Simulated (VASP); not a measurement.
Wanted: the native input for a VASP 6.6.1 run.

```yaml
Task: single point
Functional: r2SCAN
Potentials_or_basis: VASP PAW PBE potentials, release 64 (P, B)
Cutoff: 520 eV
k_mesh: 10 × 10 × 10
Occupations: fermi-dirac, width 0.05 eV
Spin: no spin polarisation
Dipole_correction: no
Further_INCAR_settings: ALGO = Normal; EDIFF = 1e-07; NBANDS = 11
```

Crystal: BP.

```
P B
1.0
     0.00000    2.29886    2.29886
     2.29886    0.00000    2.29886
     2.29886    2.29886    0.00000
P B
1 1
Direct
  0.75000 0.75000 0.75000
  0.00000 0.00000 0.00000
```

These files were run (other wordings do the same):

POSCAR

```
BP
1.0
    0.0000000000      2.2988586873      2.2988586873
    2.2988586873      0.0000000000      2.2988586873
    2.2988586873      2.2988586873      0.0000000000
P B
1 1
Direct
    0.7500000000      0.7500000000      0.7500000000
    0.0000000000      0.0000000000      0.0000000000
```

INCAR.step1

```
PREC = Accurate ; ENCUT = 520
ISMEAR = -1 ; SIGMA = 0.05
LREAL = F ; LASPH = T
NELM = 100 ; NBANDS = 11
GGA = PE ; ALGO = Normal
EDIFF = 1E-4 ; LWAVE = T
LCHARG = F
```

INCAR.step2

```
PREC = Accurate ; ENCUT = 520
EDIFF = 1E-7 ; ISMEAR = -1
SIGMA = 0.05 ; LREAL = F
LASPH = T ; NELM = 100
ALGO = Normal ; ISIF = 2
LWAVE = F ; LCHARG = T
METAGGA = R2SCAN ; LMIXTAU = T
LELF = T ; LVHAR = T
NBANDS = 11 ; ISTART = 1
```

KPOINTS

```
Automatic mesh
0
Gamma
  10 10 10
```

Potentials or basis: VASP PAW PBE potentials, release 64 (P, B).

Run with:

```console
$ cat potpaw_PBE.64/P/POTCAR potpaw_PBE.64/B/POTCAR > POTCAR
$ cp INCAR.step1 INCAR
$ mpirun -np 1 vasp_std > vasp.out
$ cp INCAR.step2 INCAR
$ mpirun -np 1 vasp_std > vasp.out
```

Results of the run:

The pressure is -6.8 GPa and the band gap on the k mesh is 1.50 eV, indirect (least direct gap 3.58 eV).

Caveat: the PAW data sets were made with another functional, which shifts forces and pressure a little.

Wall time 31 s on 1 thread of Intel(R) Xeon(R) Platinum 8259CL CPU @ 2.50GHz (Skylake/Cascade Lake) (shared host), peak memory 0.14 GiB.
